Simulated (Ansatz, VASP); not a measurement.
## Two plane-wave programs on AlN

```
CELL_PARAMETERS angstrom
3.13023 0.00000 0.00000
-1.56512 2.71086 0.00000
0.00000 0.00000 5.01796
ATOMIC_POSITIONS crystal
Al 0.33333 0.66667 0.99773
Al 0.66667 0.33333 0.49773
N 0.33333 0.66667 0.37927
N 0.66667 0.33333 0.87927
```

Alike in both runs: functional PBE; k mesh 9 × 9 × 6; occupations gaussian, width 0.02 eV; no spin polarisation.

Ansatz relaxed the structure, and its values are those at the end. VASP's run is a single point on that final structure, the one shown.

|  | VASP | Ansatz |
| --- | --- | --- |
| version | VASP 6.6.1 | Ansatz 0.2.0 |
| potentials or method | VASP PAW PBE potentials, release 64 (Al, N), cutoff 600 eV | scalar-relativistic, plane waves, PAW |
| valence electrons in the cell | 16 | 16 |

Ansatz gave:

* gap on the k mesh at the Fermi level (eV): 4.03
* least direct gap on the mesh (eV): 4.03
* pressure (GPa): 0.0

Which values does VASP return?

gap on the k mesh at the Fermi level (eV): 4.04; least direct gap on the mesh (eV): 4.04; pressure (GPa): -0.4.
